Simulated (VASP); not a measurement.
Write the native input for VASP 6.6.1 that does the following.

```yaml
Task: single point
Functional: PBE
Potentials_or_basis: VASP PAW PBE potentials, release 64 (Si)
Cutoff: 500 eV
k_mesh: 8 × 8 × 8
Occupations: gaussian, width 0.02 eV
Spin: no spin polarisation
Dipole_correction: no
Further_INCAR_settings: ALGO = Normal; EDIFF = 1e-06; NBANDS = 11
```

The structure of Si lies in POSCAR:

```
Si
1.0
    0.0000000000      2.7350468821      2.7350468821
    2.7350468821      0.0000000000      2.7350468821
    2.7350468821      2.7350468821      0.0000000000
Si
2
Direct
    0.7500000000      0.7500000000      0.7500000000
    0.5000000000      0.5000000000      0.5000000000
```

These files were run (other wordings do the same):

INCAR

```
PREC = Accurate
ENCUT = 500
EDIFF = 1E-6
ISMEAR = 0
SIGMA = 0.02
LREAL = False
LASPH = True
NELM = 120
ALGO = Normal
ISIF = 2
LWAVE = False
LCHARG = False
GGA = PE
NBANDS = 11
GGA_COMPAT = False
```

KPOINTS

```
regular mesh
0
Gamma
  8 8 8
```

Potentials or basis: VASP PAW PBE potentials, release 64 (Si).

Launch:

```sh
$ cat potpaw_PBE.64/Si/POTCAR > POTCAR
$ mpirun -np 1 vasp_std > vasp.out
```

Results of the run:

| Quantity | Value |
| --- | --- |
| Pressure | -0.1 GPa |
| Band gap on the k mesh | 0.65 eV, indirect (least direct gap 2.56 eV) |

It took 8.7 s on 1 thread of Intel Xeon 8259CL, with other jobs on the host, peak memory 0.15 GiB.
